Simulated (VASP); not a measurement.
# GaP (I-4m2) in VASP: G0W0 quasiparticle levels with PBE

Aim: the G0W0 quasiparticle levels of GaP with PBE.

All numbers are computed with VASP 6.6.1; they aren't measurements. Logs are shortened: lines on timing, memory, paths and dates and some standing lists are left out, and cuts for length are marked.

## 1. The cell of the first run

Symmetry: I-4m2, No. 119, tetragonal system. Conventional cell: a = 3.912 Å, b = 3.912 Å, c = 5.382 Å, α = 90.00°, β = 90.00°, γ = 90.00°. Within 3.1 Å of Ga (site symmetry -4m2) lie 4 P at 2.37 Å. Within 3.1 Å of P (site symmetry -4m2) lie 4 Ga at 2.37 Å.

## 2. G0W0 quasiparticle levels, PBE

POSCAR reads:

```
GaP
1.0
    0.0000000000      2.7662802841      2.6908860910
    2.7662802841      0.0000000000      2.6908860910
    2.7662802841      2.7662802841      0.0000000000
Ga P
1 1
Direct
    0.0000000000      0.0000000000      0.0000000000
    0.2500000000      0.2500000000      0.2500000000
```

INCAR.step1 reads:

```
SYSTEM = GaP
PREC     = Accurate       ! precision mode
ENCUT    = 500            ! plane-wave cutoff, eV
EDIFF    = 1E-8           ! SCF threshold, eV
ISMEAR   = 0              ! smearing method
SIGMA    = 0.01           ! smearing width, eV
LREAL    = .False.        ! projectors in reciprocal space
LASPH    = .True.         ! aspherical terms in the spheres
NELM     = 80             ! most SCF steps
ALGO     = Normal         ! electronic algorithm
LWAVE    = .True.         ! write WAVECAR
LCHARG   = .False.        ! write CHGCAR
GGA      = PE             ! functional
```

INCAR.step2 reads:

```
SYSTEM = GaP
PREC     = Accurate       ! precision mode
ENCUT    = 500            ! plane-wave cutoff, eV
EDIFF    = 1E-8           ! SCF threshold, eV
ISMEAR   = 0              ! smearing method
SIGMA    = 0.01           ! smearing width, eV
LREAL    = .False.        ! projectors in reciprocal space
LASPH    = .True.         ! aspherical terms in the spheres
NELM     = 1              ! most SCF steps
ALGO     = Exact          ! electronic algorithm
LWAVE    = .True.         ! write WAVECAR
LCHARG   = .False.        ! write CHGCAR
GGA      = PE             ! functional
NBANDS   = 180            ! bands
LOPTICS  = .True.         ! frequency-dependent dielectric function
ISTART   = 1
```

INCAR.step3 reads:

```
SYSTEM = GaP
PREC     = Accurate       ! precision mode
ENCUT    = 500            ! plane-wave cutoff, eV
EDIFF    = 1E-8           ! SCF threshold, eV
ISMEAR   = 0              ! smearing method
SIGMA    = 0.01           ! smearing width, eV
LREAL    = .False.        ! projectors in reciprocal space
LASPH    = .True.         ! aspherical terms in the spheres
ALGO     = EVGW0          ! electronic algorithm
LWAVE    = .False.        ! write WAVECAR
LCHARG   = .False.        ! write CHGCAR
GGA      = PE             ! functional
NELMGW   = 1            
NBANDS   = 180            ! bands
ENCUTGW  = 150.0          ! cutoff of the response function
NOMEGA   = 96             ! frequency points
PRECFOCK = Fast         
ISTART   = 1            
NBANDSGW = 17           
OMEGAMAX = 30
```

KPOINTS reads:

```
Automatic mesh
0
Gamma
  4 4 4
  0 0 0
```

Potentials or basis: VASP PAW PBE potentials, release 64 (Ga_d_GW, P_GW).

Launch:

```console
cat potpaw_PBE.64/Ga_d_GW/POTCAR potpaw_PBE.64/P_GW/POTCAR > POTCAR
cp INCAR.step1 INCAR
mpirun -np 1 vasp_std > vasp.out
cp INCAR.step2 INCAR
mpirun -np 1 vasp_std > vasp.out
cp INCAR.step3 INCAR
mpirun -np 1 vasp_std > vasp.out
```

OUTCAR:

```text
SYSTEM = GaP
   PREC = Accurate
   ENCUT = 500
   EDIFF = 1E-8
   ISMEAR = 0
   LREAL = .False.
   LASPH = .True.
   GGA = PE
   NELMGW = 1
   ENCUTGW = 150.0
   PRECFOCK = Fast
   ISTART = 1

 ion  position               nearest neighbor table
   1  0.000  0.000  0.000-   2 2.37   2 2.37   2 2.37   2 2.37
   2  0.250  0.250  0.250-   1 2.37   1 2.37   1 2.37   1 2.37

  LATTYP: Found a body centered tetragonal cell.
 ALAT       =     3.9121110951
 C/A-ratio  =     1.3756695685

  Lattice vectors:

 A1 = (   0.0000000000,  -2.7662802841,  -2.6908860910)
 A2 = (   0.0000000000,   2.7662802841,  -2.6908860910)
 A3 = (   2.7662802841,   0.0000000000,   2.6908860910)

Analysis of symmetry for initial positions (statically):
=====================================================================
 Subroutine PRICEL returns:
 Original cell was already a primitive cell.

 Routine SETGRP: Setting up the symmetry group for a
 body centered tetragonal supercell.

 Subroutine GETGRP returns: Found  8 space group operations
 (whereof  8 operations were pure point group operations)
 out of a pool of 16 trial point group operations.

The static configuration has the point symmetry D_2d.

Analysis of symmetry for dynamics (positions and initial velocities):
=====================================================================
 Subroutine PRICEL returns:
 Original cell was already a primitive cell.

 Routine SETGRP: Setting up the symmetry group for a
 body centered tetragonal supercell.

 Subroutine GETGRP returns: Found  8 space group operations
 (whereof  8 operations were pure point group operations)
 out of a pool of 16 trial point group operations.

The dynamic configuration has the point symmetry D_2d.

 Subroutine INISYM returns: Found  8 space group operations
 (whereof  8 operations are pure point group operations),
 and found     1 'primitive' translations

----------------------------------------------------------------------------------------

                                     Primitive cell

  volume of cell :      41.1830

  direct lattice vectors                    reciprocal lattice vectors
     0.000000000  2.766280284  2.690886091    -0.180748134  0.180748134  0.185812399
     2.766280284  0.000000000  2.690886091     0.180748134 -0.180748134  0.185812399
     2.766280284  2.766280284  0.000000000     0.180748134  0.180748134 -0.185812399

  length of vectors
[... 50 lines left out ...]
  0.500000  0.000000  0.500000      2.000000
 -0.250000  0.250000  0.500000      2.000000
   k-points           NKPTS =     13   k-points in BZ     NKDIM =     64   number of bands    NBANDS=    180
   number of dos      NEDOS =    301   number of ions     NIONS =      2
   total plane-waves  NPLWV =  23520
   dimension x,y,z NGX =    28 NGY =   28 NGZ =   30
   dimension x,y,z NGXF=    56 NGYF=   56 NGZF=   60
   ions per type =               1   1
   NGX,Y,Z   is equivalent  to a cutoff of  12.06, 12.06, 12.75 a.u.
   NGXF,Y,Z  is equivalent  to a cutoff of  24.12, 24.12, 25.50 a.u.
 SYSTEM =  GaP
   PREC   = accura    normal or accurate (medium, high low for compatibility)
   ISTART =      1    job   : 0-new  1-cont  2-samecut
   ICHARG =      0    charge: 1-file 2-atom 10-const
   ISPIN  =      1    spin polarized calculation?
   LNONCOLLINEAR =      F non collinear calculations
   LSORBIT =      F    spin-orbit coupling
   LASPH  =      T    aspherical Exc in radial PAW
   ENCUT  =  500.0 eV  36.75 Ry    6.06 a.u.   7.04  7.04  7.13*2*pi/ulx,y,z
   NELM   =     60;   NELMIN=  2; NELMDL=  0     # of ELM steps
   EDIFF  = 0.1E-07   stopping-criterion for ELM
   LREAL  =      F    real-space projection
   EDIFFG = 0.1E-06   stopping-criterion for IOM
   NSW    =      0    number of steps for IOM
   IBRION =     -1    ionic relax: 0-MD 1-quasi-New 2-CG
   NFREE  =      0    steps in history (QN), initial steepest desc. (CG)
   ISIF   =      0    stress and relaxation
   ISYM   =      3    0-nonsym 1-usesym 2-fastsym
   POTIM  = 0.5000    time-step for ionic-motion
   TEBEG  =    0.0;   TEEND  =   0.0 temperature during run
   PSTRESS=    0.0 pullay stress
   NELECT =      18.0000    total number of electrons
   NUPDOWN=      -1.0000    fix difference up-down
   EMIN   =  10.00;   EMAX   =-10.00  energy-range for DOS
   EFERMI =   0.00;   METHOD = LEGACY
   ISMEAR =     0;   SIGMA  =   0.01  broadening in eV -4-tet -1-fermi 0-gaus
   EFERMI_NEDOS =   21; number of points for ismear=-14 and -15
   IALGO  =     38    algorithm
   IMIX   =      4    mixing-type and parameters
     AMIX     =   0.40;   BMIX     =  1.00
     AMIX_MAG =   1.60;   BMIX_MAG =  1.00
  volume/ion in A,a.u.               =      20.59       138.96
  Fermi-wavevector in a.u.,A,eV,Ry     =   1.242395  2.347787 21.001217  1.543546
  Thomas-Fermi vector in A             =   2.376752
   LORBIT       =      0    0 simple, 1 ext, 2 COOP (PROOUT), +10 PAW based schemes
   GGA     = PE    functional components
   LHFCALC =     T    Hartree Fock is set to
   PRECFOCK=fast      Normal, Fast or Accurate (Low or Medium for compatibility)
   ENCUT4O =  -1.0   cutoff for four orbital integrals eV
   NKREDX  =     1    reduce k-point grid by
   NKREDY  =     1    reduce k-point grid by
   NKREDZ  =     1    reduce k-point grid by
   AEXX    =    1.0000 exact exchange contribution
   HFSCREEN=    0.0000 screening length (either q_TF or 0.3 A-1)
   HFSCREENC=   0.0000 screening length for correlation (either q_TF or 0.3 A-1)
   ENCUTFOCK=  -1.0 apply spherical cutoff to Coloumb kernel
   IVDW    =     0    specifies the selected vdW correction
   LEPSILON=     F    determine dielectric tensor
   LRPA    =     F    only Hartree local field effects (RPA)
   LRPAFORCE           =     F    calculate RPA forces
   ENCUTGW             = 150.0    cutoff for response function in eV
   ENCUTGWSOFT         = 120.0    soft cutoff for Coulomb kernel in GW response function in eV
   ENCUTLF             =  -1.0    cutoff for local field effects
   NELMGW              =     1    number of iterations in solving QP/BSE equation
   NELMHF              =     1    number of iterations in the inner HF iteration
   NKREDLFX            =     1    NKREDLFY  =   1   NKREDLFZ  =   1
 non-spin polarized calculation
 Gauss-broadening in eV      SIGMA  =   0.01
  energy-cutoff  :      500.00
  volume of cell :       41.18
 maximum number of plane-waves:      1058
  NGX = 16; NGY = 16; NGZ = 16
   NGX = 13   NGY = 13   NGZ = 15
 maximum number of plane-waves:       190

 QP shifts <psi_nk| G(iteration)W_0 |psi_nk>: iteration 1
 for sc-GW calculations column KS-energies equals QP-energies in previous step
 and V_xc(KS)=  KS-energies - (<T + V_ion + V_H > + <T+V_H+V_ion>^1  + <V_x>^1)

 k-point   1 :       0.0000    0.0000    0.0000
  band No.  KS-energies  QP-energies   sigma(KS)   V_xc(KS)     V^pw_x(r,r')   Z            occupation Imag(sigma)

      1     -10.3332     -12.6706     -25.1192     -21.6868     -35.0134       0.6810       2.0000       0.2356
      2     -10.3332     -12.6706     -25.1192     -21.6868     -35.0134       0.6810       2.0000       0.2356
      3     -10.3251     -12.6637     -25.1252     -21.6936     -35.0266       0.6815       2.0000       0.2372
      4     -10.2404     -12.6136     -25.2786     -21.8087     -35.1469       0.6839       2.0000       0.2028
      5     -10.2353     -12.5994     -25.2697     -21.8017     -35.1392       0.6817       2.0000       0.2026
      6      -8.1341      -8.6499     -12.1330     -11.3343     -18.6061       0.6457       2.0000       1.0592
[... 248 lines left out ...]
      3     -10.2740     -12.6392     -25.2227     -21.7796     -35.1322       0.6869       2.0000       0.2298
      4     -10.2473     -12.6120     -25.2364     -21.7767     -35.1087       0.6835       2.0000       0.2058
      5     -10.2342     -12.6133     -25.2813     -21.8169     -35.1587       0.6867       2.0000       0.2019
      6      -5.1826      -5.7375     -13.5930     -12.7848     -19.2364       0.6866       2.0000       0.7194
[... 9 lines left out ...]
     16      17.4511      17.7038     -10.7488     -11.0905      -4.0536       0.7395       0.0000      -0.6782
     17      17.7457      17.7695     -10.0860     -10.1177      -3.7159       0.7484       0.0000      -0.6802
```

It took 7.1 min on 1 thread of Intel Xeon 8259CL, shared host; peak memory 0.47 GiB.

Results:

```yaml
Quasiparticle_gap: 1.92 eV
Least_direct_quasiparticle_gap: 2.45 eV
Band_gap_of_the_starting_levels_on_the_mesh: 1.44 eV
Least_direct_gap_of_the_starting_levels_on_the_mesh: 1.57 eV
```

Caveat: the k points lie up to 0.50 Å⁻¹ apart; bands, screening cutoff and mesh are small and nothing is extrapolated, so the quasiparticle values aren't converged.
